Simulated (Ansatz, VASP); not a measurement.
# ZnSe: VASP beside Ansatz

```
Zn Se
1.0
     3.76943    0.00000    0.00000
    -1.88471    3.26442    0.00000
     0.00000    0.00000    8.17456
Zn Se
2 2
Cartesian
  0.0000 0.0000 6.1309
  0.0000 0.0000 2.0436
  0.0000 2.1763 2.0436
  1.8847 1.0881 6.1309
```

Alike in both runs: task single point; functional PBE; k mesh 9 × 9 × 4; occupations gaussian, width 0.02 eV; no spin polarisation.

```csv
,VASP,Ansatz
version,VASP 6.6.1,Ansatz 0.2.0
potentials or method,"VASP PAW PBE potentials, release 64 (Zn, Se), cutoff 520 eV","scalar-relativistic, plane waves, PAW"
valence electrons in the cell,36,56
```

VASP gave:

- gap on the k mesh at the Fermi level (eV): 2.24
- least direct gap on the mesh (eV): 2.24
- pressure (GPa): 17.4
- traceless stress, the component that is largest in VASP (GPa): -16.85

Problem. What did Ansatz give for the same quantities?

Solution. gap on the k mesh at the Fermi level (eV): 2.22; least direct gap on the mesh (eV): 2.22; pressure (GPa): 17.0; traceless stress, the component that is largest in VASP (GPa): -16.46.

With one functional, cell and mesh, what is left measures potentials, basis and numerics. VASP's potentials hold 36 valence electrons a cell and Ansatz's 56, so a difference there can come from the potentials and not from the codes.
